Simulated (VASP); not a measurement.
# SiNi in VASP: a series of runs, part 2 of 2

VASP 6.6.1. Earlier steps stand in the parts before.

## Step 4: Single point, PBE

Contents of INCAR:

```
PREC     = Accurate       # precision mode
ENCUT    = 520            # plane-wave cutoff, eV
EDIFF    = 1E-6           # SCF threshold, eV
ISMEAR   = -1             # smearing method
SIGMA    = 0.0853         # smearing width, eV
LREAL    = Auto         
LASPH    = T              # aspherical terms in the spheres
NELM     = 60             # most SCF steps
ALGO     = Normal         # electronic algorithm
ISIF     = 2              # what is computed and relaxed
LWAVE    = F              # write WAVECAR
LCHARG   = F              # write CHGCAR
GGA      = PE             # functional
NBANDS   = 86             # bands
ISYM     = 0
```

Contents of KPOINTS:

```
Automatic mesh
0
Gamma
  1 1 1
  0.25 0.25 0.25
```

Contents of POSCAR:

```
SiNi
1.0
    6.4002940000      0.0757740000      0.0022980000
    0.0757740000      6.4122190000      0.0415250000
    0.0022980000      0.0415250000      6.5625770000
Si Ni
10 10
Direct
    0.9998972450      0.5438702617      0.2652031395
    0.7529525374      0.7610131659      0.5145260228
    0.0471327140     -0.0472832087      0.8562276868
    0.8010208039      0.4505807486      0.8020231821
    0.4190611364      0.6624081677      0.3795502130
    0.2272266443      0.1902582686      0.2589390355
    0.1867623026      0.6437523294      0.7165648502
    0.3850512354      0.1996737673      0.6500470317
    0.6617812735      0.2995752414      0.1319718404
    0.5901153132      0.7829855149     -0.0249968204
    0.2336574829      0.7371244673      0.0964075487
    0.1509847601      0.8858291213      0.4348695616
    0.6539329539      0.4136944654      0.4558548569
    0.7221372404      1.0781253801      0.7582595027
    0.8916581066      0.8728614602      0.1482879969
    1.0491778168      0.3356489047      0.5735657149
    0.4093322477      0.0800728428      1.0042782477
    0.5487514132      0.0137397929      0.3744575377
    0.4550478431      0.4682250908      0.8832602274
    0.0910577358      0.3522267225     -0.0456518019
```

Potentials or basis: VASP PAW PBE potentials, release 64 (Si, Ni).

The run is started by

```sh
$ cat potpaw_PBE.64/Si/POTCAR potpaw_PBE.64/Ni/POTCAR > POTCAR
$ mpirun -np 1 vasp_std > vasp.out
```

OUTCAR:

```text
PREC = Accurate
   ENCUT = 520
   EDIFF = 1E-6
   ISMEAR = -1
   LREAL = Auto
   LASPH = T
   NELM = 60
   ISIF = 2
   GGA = PE
   ISYM = 0

 ion  position               nearest neighbor table
   1  1.000  0.544  0.265-  11 2.25  15 2.33  16 2.43  20 2.46   2 2.66   6 2.67  12 2.67  13 2.69
                             9 2.85   5 2.91
   2  0.753  0.761  0.515-  18 2.25  13 2.37   5 2.42  14 2.61  15 2.66   1 2.66  12 2.74   4 2.74

   3  0.047  0.953  0.856-  15 2.22  14 2.30   7 2.35  11 2.39  17 2.66  20 2.67  12 2.88   8 3.02
                            16 3.06
   4  0.801  0.451  0.802-  20 2.19  19 2.28  16 2.30  14 2.47  13 2.48   9 2.53   2 2.74  10 2.75
                             7 2.84
   5  0.419  0.662  0.380-  13 2.22  12 2.24  11 2.25   2 2.42  18 2.42   7 2.67   1 2.91  10 2.97
[... 29 lines left out ...]
  20  0.091  0.352  0.954-   4 2.19   6 2.40   1 2.46  19 2.50   7 2.51  16 2.52  17 2.67   3 2.67
                            11 2.82   8 2.91   9 3.01

IMPORTANT INFORMATION: All symmetrisations will be switched off!
NOSYMM: (Re-)initialisation of all symmetry stuff for point group C_1.

----------------------------------------------------------------------------------------

                                     Primitive cell

  volume of cell :     269.2800

  direct lattice vectors                    reciprocal lattice vectors
     6.400294000  0.075774000  0.002298000     0.156264697 -0.001846321 -0.000043036
     0.075774000  6.412219000  0.041525000    -0.001846321  0.155980459 -0.000986327
     0.002298000  0.041525000  6.562577000    -0.000043036 -0.000986327  0.152385421

  length of vectors
     6.400742946  6.412801145  6.562708777     0.156275610  0.155994504  0.152388619

  position of ions in fractional coordinates (direct lattice)
     0.999897245  0.543870262  0.265203140
     0.752952537  0.761013166  0.514526023
     0.047132714  0.952716791  0.856227687
     0.801020804  0.450580749  0.802023182
     0.419061136  0.662408168  0.379550213
     0.227226644  0.190258269  0.258939035
[... 12 lines left out ...]
     0.455047843  0.468225091  0.883260227
     0.091057736  0.352226722  0.954348198

  ion indices of the primitive-cell ions
[... 95 lines left out ...]
   LHFCALC =     F    Hartree Fock is set to
   AEXX    =    0.0000 exact exchange contribution
   IVDW    =     0    specifies the selected vdW correction
   LEPSILON=     F    determine dielectric tensor
   LRPA    =     F    only Hartree local field effects (RPA)
 non-spin polarized calculation
  energy-cutoff  :      520.00
  volume of cell :      269.28
 maximum number of plane-waves:      7240
 NGX is ok and might be reduce to    48
   NGX = 23   NGY = 23   NGZ = 25

 number of electron     140.0000044 magnetization

 Free energy of the ion-electron system (eV)
  ---------------------------------------------------
  ext. energy  EPLUGINS =         0.00000000
  ---------------------------------------------------
  free energy    TOTEN  =      -112.26952471 eV

  energy without entropy =     -112.07445566  energy(sigma->0) =     -112.17199018

 E-fermi :   8.9824     XC(G=0): -11.6485

 val. band max:        8.8489653131   @ k =   0.2500   0.2500   0.2500
 cond. band min:       9.0997244099   @ k =   0.2500   0.2500   0.2500
 fundamental gap:      0.2507590968
 Fermi energy:         8.9823789516

 k-point     1 :       0.2500    0.2500    0.2500
  band No.  band energies     occupation
      1      -2.8677      2.00000
      2      -1.4715      2.00000
      3      -1.3580      2.00000
      4      -0.8275      2.00000
      5       0.0199      2.00000
      6       0.2935      2.00000
[... 74 lines left out ...]
     81      11.2857      0.00000
     82      11.5642      0.00000
 [bands above 82 left out]

------------------------ aborting loop because EDIFF is reached ----------------------------------------

  FORCE on cell =-STRESS in cart. coord.  units (eV):
  Direction    XX          YY          ZZ          XY          YZ          ZX
  --------------------------------------------------------------------------------------
  -------------------------------------------------------------------------------------
  Total       -3.1767391    -10.0977466    -11.6897101    -11.6035962     -7.5575891     -3.4689931
  in kB      -18.9011417    -60.0801436    -69.5520982    -69.0397327    -44.9665706    -20.6400115
  external PRESSURE =     -49.5111278 kB  Pullay stress =       0.0000000 kB

 VOLUME and BASIS-vectors are now :
 -----------------------------------------------------------------------------
  energy-cutoff  :      520.00
  volume of cell :      269.28
      direct lattice vectors                 reciprocal lattice vectors
     6.400294000  0.075774000  0.002298000     0.156264697 -0.001846321 -0.000043036
     0.075774000  6.412219000  0.041525000    -0.001846321  0.155980459 -0.000986327
     0.002298000  0.041525000  6.562577000    -0.000043036 -0.000986327  0.152385421

 POSITION                                       TOTAL-FORCE (eV/Angst)
 -----------------------------------------------------------------------------------
      6.44146      3.57419      1.76530        -0.590493     -1.166616      0.372133
      4.87796      4.95820      3.40995         1.448532      1.044790     -0.366208
      0.37582      6.14815      5.65873         0.387987      1.308207     -0.537419
      5.16275      2.98322      5.28389        -0.325466      0.387557     -0.481922
      2.73318      4.29502      2.51930        -0.199939     -0.075559     -0.048407
      1.46933      1.24795      1.70773        -1.183417      0.382329      1.495296
[... 12 lines left out ...]
      2.94995      3.07352      5.81695         0.537257      0.050337      0.034272
      0.61168      2.30508      6.27782         0.178278     -0.466086      0.367510
 -----------------------------------------------------------------------------------
    total drift:                                0.001000      0.001483     -0.007497

  FREE ENERGIE OF THE ION-ELECTRON SYSTEM (eV)
  ---------------------------------------------------
  free  energy   TOTEN  =      -112.2695247099 eV

  energy  without entropy=     -112.0744556563  energy(sigma->0) =     -112.17199018
```

It took 2.1 min on 1 thread of AMD EPYC 7R43 (Zen 3), shared host; peak memory 0.29 GiB.

Results:

```yaml
Free_energy: -112.2695 eV
Pressure: -5.0 GPa
Largest_force: 1.945 eV/Å
Band_gap_on_the_k_mesh: 0.25 eV
```

Forces in eV/Å, atoms in the order of the input:
```
Si  -0.590 -1.167  0.372
Si   1.449  1.045 -0.366
Si   0.388  1.308 -0.537
Si  -0.325  0.388 -0.482
Si  -0.200 -0.076 -0.048
Si  -1.183  0.382  1.495
Si   0.054 -0.876 -0.096
Si  -0.396 -0.296 -0.546
Si   0.573 -0.682  0.358
Si   0.319  0.207  0.033
Ni   0.964 -0.107 -1.291
Ni  -0.299  0.113  1.458
Ni   0.419 -0.217  0.795
Ni  -0.091 -0.344  0.114
Ni  -1.608  0.664  0.762
Ni   0.240 -0.747 -0.658
Ni   0.036  0.321 -1.242
Ni  -0.463  0.499 -0.522
Ni   0.537  0.050  0.034
Ni   0.178 -0.466  0.368
```

Levels at points of the mesh, in eV from the valence-band top:
```csv
k point,band 67,band 68,band 69,band 70,band 71,band 72,band 73,band 74
"(0.25, 0.25, 0.25)",-0.69,-0.32,-0.17,0.00,0.25,0.64,0.79,0.88
```

Caveat: the k points lie up to 0.98 Å⁻¹ apart. Spin polarisation is off, so any magnetic state and its effect on volume and gap are missing.
